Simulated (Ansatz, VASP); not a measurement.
Os in VASP and in Ansatz

Contents of INCAR:

```
SYSTEM = Os
PREC = Accurate
ENCUT = 520
EDIFF = 1E-6
ISMEAR = 1
SIGMA = 1.0
LREAL = .FALSE.
LASPH = .TRUE.
NELM = 80
ALGO = Normal
ISIF = 2
LWAVE = .FALSE.
LCHARG = .FALSE.
GGA = CA
NBANDS = 15
```

KPOINTS

```
Automatic mesh
0
G
  13 13 8
  0 0 0
```

POSCAR

```
Os
1.0
    2.7175247593      0.0000000000      0.0000000000
   -1.3587623796      2.3534454770      0.0000000000
    0.0000000000      0.0000000000      4.2844606214
Os
2
Direct
    0.3333333333      0.6666666667      0.2500000000
    0.6666666667      0.3333333333      0.7500000000
```

Input for Ansatz:

```yaml
crystal:
  lattice:
    - [2.7175247593, 0.0, 0.0]
    - [-1.3587623796, 2.353445477, 0.0]
    - [0.0, 0.0, 4.2844606214]
  atoms:
    - { symbol: Os, position: [0.3333333333, 0.6666666667, 0.25] }
    - { symbol: Os, position: [0.6666666667, 0.3333333333, 0.75] }
hamiltonian:
  xc: lda
  pseudopotentials:
    kind: paw
    azcp:
      Os: "pseudopotentials/Os.paw.azcp"
basis:
  ecutwfc: 420
  fft_grid_basis: typed
kpoints:
  mp_grid: { grid: [13, 13, 8], shift: [0, 0, 0] }
magnetization:
  spin_polarized: false
scf:
  occupations: { method: methfessel_paxton, width: 1.0 }
  lower_state_search: "off"
output:
  stress: true
```

Alike in both runs: task single point; functional LDA; k mesh 13 × 13 × 8; occupations methfessel-paxton of order 1, width 1 eV; no spin polarisation.

```csv
,VASP,Ansatz
version,VASP 6.6.1,Ansatz 0.2.0
potentials or method,"VASP PAW LDA potentials, release 64 (Os), cutoff 520 eV","plane waves (420 eV) with PAW, scalar-relativistic"
valence electrons in the cell,16,32
```

Ansatz gave:

```
pressure (GPa)                                                : -0.6
traceless stress, the component that is largest in VASP (GPa) : 0.38
```

Problem. What did VASP give for the same quantities?

Solution. Pressure (GPa): 0.4; traceless stress, the component that is largest in VASP (GPa): 0.30.

Ansatz warns that its potentials were made for another functional, while VASP's fit it. LDA's correlation is that of Perdew and Zunger in VASP and of Perdew and Wang (1992) in Ansatz. VASP's potentials hold 16 valence electrons a cell and Ansatz's 32, so a difference there can come from the potentials and not from the codes.

Neither program's run includes spin-orbit coupling.
